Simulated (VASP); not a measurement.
Here is a VASP 6.6.1 calculation.

The input INCAR:

```
PREC     = Accurate       # precision mode
ENCUT    = 520            # plane-wave cutoff, eV
EDIFF    = 1E-7           # SCF threshold, eV
ISMEAR   = 0              # smearing method
SIGMA    = 0.05           # smearing width, eV
LREAL    = False          # projectors in reciprocal space
LASPH    = True           # aspherical terms in the spheres
NELM     = 150            # most SCF steps
ALGO     = Normal         # electronic algorithm
ISIF     = 2              # what is computed and relaxed
LWAVE    = False          # write WAVECAR
LCHARG   = False          # write CHGCAR
ISPIN    = 2              # spin polarisation
MAGMOM   = 0.5 0.5 0.5 0.5 # initial moments
LORBIT   = 11             # projections on sites
GGA      = PE             # functional
NBANDS   = 20             # bands
```

The input KPOINTS:

```
Automatic mesh
0
Gamma
  1 1 17
```

Contents of POSCAR:

```
BAs
1.0
   11.0000000000      0.0000000000      0.0000000000
    0.0000000000      9.3000000000      0.0000000000
    0.0000000000      0.0000000000      3.7481060708
B As
2 2
Direct
    0.4105565597      0.5000000000      0.0000000000
    0.5894434403      0.5000000000      0.5000000000
    0.4105565597      0.5000000000      0.5000000000
    0.5894434403      0.5000000000      0.0000000000
```

Potentials or basis: VASP PAW PBE potentials, release 64 (B, As).

Launch:

```sh
$ cat potpaw_PBE.64/B/POTCAR potpaw_PBE.64/As/POTCAR > POTCAR
$ mpirun -np 1 vasp_std > vasp.out
```

(1) Predict the net moment.

(2) Predict the largest force.

Results:

(1) 0.00 μB per cell.

(2) 1.863 eV/Å.
